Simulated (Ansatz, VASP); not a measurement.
## Pb: VASP beside Ansatz

INCAR

```
SYSTEM = Pb
ALGO = Normal
EDIFF = 1E-6
ENCUT = 520
GGA = RP
ISIF = 2
ISMEAR = -1
LASPH = .TRUE.
LCHARG = .TRUE.
LELF = .TRUE.
LREAL = .FALSE.
LVHAR = .TRUE.
LWAVE = .FALSE.
NBANDS = 13
NELM = 100
PREC = Accurate
SIGMA = 0.05
```

KPOINTS

```
k-points
0
G
  5 5 5
  0 0 0
```

Contents of POSCAR:

```
Pb
1.0
    0.0193336300      2.4628699300      2.4528113600
    2.5028571400     -0.0067465600      2.4788915500
    2.4813249000      2.4674178800      0.0147856800
Pb
1
Direct
    0.0000000000      0.0000000000      0.0000000000
```

File input.yaml:

```yaml
crystal:
  lattice:
    - [0.01933363, 2.46286993, 2.45281136]
    - [2.50285714, -0.00674656, 2.47889155]
    - [2.4813249, 2.46741788, 0.01478568]
  atoms:
    - { symbol: Pb, position: [0.0, 0.0, 0.0] }
hamiltonian:
  xc: rpbe
  pseudopotentials: { kind: paw }
kpoints:
  mp_grid: { grid: [5, 5, 5] }
  band_path:
    path:
      - [[0.0, -0.5, 0.0], [0.0, 0.0, 0.0], [0.5, 0.5, 0.5]]
      - [[0.5, 0.0, 0.5], [0.0, 0.0, 0.0], [-0.5, 0.0, 0.0]]
      - [[-0.5, -0.5, 0.0], [0.0, 0.0, 0.0], [0.0, 0.5, 0.5]]
      - [[0.0, 0.0, 0.5], [0.0, 0.0, 0.0]]
    npoints: 14
scf:
  occupations: { method: fermi_dirac, width: 0.05 }
  n_extra_bands: 6
output:
  forces: true
  stress: true
  eigenvalues: true
  fatbands: false
  write_density: true
  write_potential: true
  elf: true
  volumetric_format: npy
```

Alike in both runs: functional RPBE; k mesh 5 × 5 × 5; occupations fermi-dirac, width 0.05 eV; no spin polarisation.

|  | VASP | Ansatz |
| --- | --- | --- |
| version | VASP 6.6.1 | Ansatz 0.2.0 |
| potentials or method | VASP PAW PBE potentials, release 64 (Pb_d) | Ansatz PAW |
| plane-wave cutoff (eV) | 520 | 420 |
| valence electrons in the cell | 14 | 14 |
| task | single point | band structure |

```tsv
	VASP	Ansatz	Ansatz less VASP
gap on the k mesh at the Fermi level (eV)	none	none	-
pressure (GPa)	3.8	3.9	+0.07
traceless stress, the component that is largest in VASP (GPa)	-0.65	-0.66	-0.001
```

VASP's potentials were made for PBE, not for RPBE. A gap of «none» marks a metal or a gap that the smearing closes.

The k mesh is coarse, so the values compare programs but aren't converged. Spin-orbit coupling is off throughout.
